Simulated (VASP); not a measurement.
Write the native input for VASP 6.6.1 that does the following.

```yaml
Task: single point
Functional: LDA
Potentials_or_basis: VASP PAW LDA potentials, release 64 (W_sv)
Cutoff: 520 eV
k_mesh: 14 × 14 × 14
Occupations: fermi-dirac, width 0.03 eV
Spin: no spin polarisation
Dipole_correction: no
Further_INCAR_settings: ALGO = Normal; EDIFF = 1e-06; NBANDS = 13
```

The structure of W lies in POSCAR:

```
W
1.0
   -1.5676867250      1.5676867250      1.5676867250
    1.5676867250     -1.5676867250      1.5676867250
    1.5676867250      1.5676867250     -1.5676867250
W
1
Direct
    0.0000000000      0.0000000000      0.0000000000
```

The input as run:

INCAR

```
SYSTEM = W
  PREC = Accurate
  ENCUT = 520
  EDIFF = 1E-6
  ISMEAR = -1
  SIGMA = 0.03
  LREAL = .False.
  LASPH = .True.
  NELM = 100
  ALGO = Normal
  ISIF = 2
  LWAVE = .False.
  LCHARG = .False.
  GGA = CA
  NBANDS = 13
```

KPOINTS

```
Automatic mesh
0
Gamma
  14 14 14
  0 0 0
```

Potentials or basis: VASP PAW LDA potentials, release 64 (W_sv).

Launch:

```bash
$ cat potpaw_LDA.64/W_sv/POTCAR > POTCAR
$ mpirun -np 1 vasp_std > vasp.out
```

It gave:

```yaml
Pressure: 1.8 GPa
Band_gap_on_the_k_mesh: zero (band 7 reaches 17.09 eV, above the bottom of band 8 at 10.43 eV)
```

Caveat: spin-orbit coupling is left out, which moves the levels of the heavy elements.

Wall time 5.6 s on 1 thread of Intel(R) Xeon(R) 6975P-C (Granite Rapids), on a shared host, peak memory 0.13 GiB.
